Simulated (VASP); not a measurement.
Set up this calculation in VASP 6.6.1, as the native input.

| Item | Value |
| --- | --- |
| Task | relaxation of cell and atoms |
| Functional | PBEsol |
| Potentials or basis | VASP PAW PBE potentials, release 64 (C) |
| Cutoff | 600 eV |
| k mesh | 12 × 12 × 12 |
| Occupations | gaussian, width 0.02 eV |
| Spin | no spin polarisation |
| Dipole correction | no |
| Further INCAR settings | ALGO = Normal; EDIFF = 1e-07; IBRION = 2; EDIFFG = -0.002; NSW = 100; ISIF = 3 |

The structure of C lies in POSCAR:

```
C
1.0
    0.0000000000      1.7800000000      1.7800000000
    1.7800000000      0.0000000000      1.7800000000
    1.7800000000      1.7800000000      0.0000000000
C
2
Direct
    0.0000000000      0.0000000000      0.0000000000
    0.2500000000      0.2500000000      0.2500000000
```

The input as run:

INCAR

```
PREC     = Accurate       # precision mode
ENCUT    = 600            # plane-wave cutoff, eV
EDIFF    = 1E-7           # SCF threshold, eV
ISMEAR   = 0              # smearing method
SIGMA    = 0.02           # smearing width, eV
LREAL    = F              # projectors in reciprocal space
LASPH    = T              # aspherical terms in the spheres
NELM     = 120            # most SCF steps
ALGO     = Normal         # electronic algorithm
ISIF     = 3              # what is computed and relaxed
LWAVE    = F              # write WAVECAR
LCHARG   = F              # write CHGCAR
GGA      = PS             # functional
IBRION   = 2              # ionic algorithm
NSW      = 100            # ionic steps
EDIFFG   = -0.002         # ionic threshold
GGA_COMPAT= F            
NELMIN   = 4
```

KPOINTS

```
regular mesh
0
Gamma
  12 12 12
```

Potentials or basis: VASP PAW PBE potentials, release 64 (C).

Command:

```bash
$ cat potpaw_PBE.64/C/POTCAR > POTCAR
$ mpirun -np 1 vasp_std > vasp.out
```

It gave:

* Relaxed volume: 5.62 Å³/atom
* Relaxed cell: a = 2.514 Å, b = 2.514 Å, c = 2.514 Å, α = 60.00°, β = 60.00°, γ = 60.00°
* Space group after relaxing (to 0.05 Å): Fd-3m (No. 227)
* Energy gained by relaxing: 0.1 meV/atom
* Ionic steps: 3
* Pressure after relaxing: 0.0 GPa
* Band gap on the k mesh: 4.06 eV, indirect (least direct gap 5.57 eV)

Caveat: the PAW data sets were made with another functional, which shifts forces and pressure a little.

Wall time 11 s on 1 thread of Intel(R) Xeon(R) Platinum 8259CL CPU @ 2.50GHz (Skylake/Cascade Lake), with other jobs on the host, peak memory 0.12 GiB.
